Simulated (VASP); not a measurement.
Set up this calculation in VASP 6.6.1, as the native input.

```yaml
Task: single point
Functional: PBE
Potentials_or_basis: VASP PAW PBE potentials, release 64 (Hf_pv, Ti_sv, Si)
Cutoff: 520 eV
k_mesh: 6 × 6 × 4
Occupations: gaussian, width 0.1 eV
Spin: no spin polarisation
Dipole_correction: no
Further_INCAR_settings: ALGO = Normal; EDIFF = 1e-06; NBANDS = 29
```

The structure of HfTi2Si2 lies in POSCAR:

```
HfTi2Si2
1.0
    3.5534226525      0.0000000000      0.0000000000
    0.0000000000      3.5534226525      0.0000000000
    0.0000000000      0.0000000000      7.7671768367
Hf Ti Si
1 2 2
Direct
    0.0000000000      0.0000000000      0.0000000000
    0.0000000000      0.0000000000      0.3462837641
    0.0000000000      0.0000000000      0.6537162359
    0.5000000000      0.5000000000      0.0000000000
    0.5000000000      0.5000000000      0.5000000000
```

The cell was built from a structure type or drawn by symmetry, and may not be a known phase.

The input as run:

INCAR

```
PREC     = Accurate       # precision mode
ENCUT    = 520            # plane-wave cutoff, eV
EDIFF    = 1E-6           # SCF threshold, eV
ISMEAR   = 0              # smearing method
SIGMA    = 0.1            # smearing width, eV
LREAL    = False          # projectors in reciprocal space
LASPH    = True           # aspherical terms in the spheres
NELM     = 100            # most SCF steps
ALGO     = Normal         # electronic algorithm
ISIF     = 2              # what is computed and relaxed
LWAVE    = False          # write WAVECAR
LCHARG   = False          # write CHGCAR
GGA      = PE             # functional
NBANDS   = 29             # bands
```

KPOINTS

```
regular mesh
0
Gamma
  6 6 4
```

Potentials or basis: VASP PAW PBE potentials, release 64 (Hf_pv, Ti_sv, Si).

Run with:

```console
$ cat potpaw_PBE.64/Hf_pv/POTCAR potpaw_PBE.64/Ti_sv/POTCAR potpaw_PBE.64/Si/POTCAR > POTCAR
$ mpirun -np 1 vasp_std > vasp.out
```

It gave:

| Quantity | Value |
| --- | --- |
| Pressure | 0.2 GPa |
| Largest force | 0.005 eV/Å |
| Band gap on the k mesh | zero (bands 21 and 22 overlap by 0.60 eV) |

Caveat: spin-orbit coupling is left out, which moves the levels of the heavy elements.

Run time: 53 s on 1 thread of Intel(R) Xeon(R) 6975P-C (Granite Rapids), on a shared host, peak memory 0.25 GiB.
